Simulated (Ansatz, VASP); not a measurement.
**BAs in VASP and in Ansatz**

INCAR

```
SYSTEM = BAs
PREC = Accurate ; ENCUT = 520
EDIFF = 1E-8 ; ISMEAR = -1
SIGMA = 0.03 ; LREAL = .False.
LASPH = .True. ; NELM = 60
ALGO = Normal ; ISIF = 2
LWAVE = .False. ; LCHARG = .False.
LEFG = .True. ; NBANDS = 11
```

The input KPOINTS:

```
Automatic mesh
0
Gamma
  15 15 15
  0 0 0
```

POSCAR

```
BAs
1.0
    0.0000000000      2.3964352742      2.3964352742
    2.3964352742      0.0000000000      2.3964352742
    2.3964352742      2.3964352742      0.0000000000
B As
1 1
Direct
    0.0000000000      0.0000000000      0.0000000000
    0.7500000000      0.7500000000      0.7500000000
```

Input for Ansatz:

```yaml
crystal:
  lattice:
    - [0.0, 2.3964352742, 2.3964352742]
    - [2.3964352742, 0.0, 2.3964352742]
    - [2.3964352742, 2.3964352742, 0.0]
  atoms:
    - { symbol: B, position: [0.0, 0.0, 0.0] }
    - { symbol: As, position: [0.75, 0.75, 0.75] }
kpoints:
  mp_grid: { grid: [15, 15, 15] }
scf:
  occupations: { method: fermi_dirac, width: 0.03 }
hamiltonian:
  xc: lda
  pseudopotentials: { kind: all_electron, datasets: crystal }
output:
  forces: true
  stress: true
  eigenvalues: true
  efg: { contact_densities: true }
```

Change from the starting cell: volume scaled by 1.01, crystal datasets.

Alike in both runs: task electric field gradients; functional LDA; k mesh 15 × 15 × 15; occupations fermi-dirac, width 0.03 eV; no spin polarisation.

|  | VASP | Ansatz |
| --- | --- | --- |
| version | VASP 6.6.1 | Ansatz 0.2.0 |
| potentials or method | VASP PAW LDA potentials, release 64 (B, As), cutoff 520 eV | all-electron PAW with datasets made for the crystal, scalar-relativistic |

VASP gave:

* gap on the k mesh at the Fermi level (eV): 1.13
* pressure (GPa): -4.4

Which values does Ansatz return?

gap on the k mesh at the Fermi level (eV): 1.14; pressure (GPa): -5.2.

LDA's correlation is that of Perdew and Zunger in VASP and of Perdew and Wang (1992) in Ansatz. Ansatz ran all-electron here, and VASP with PAW potentials.
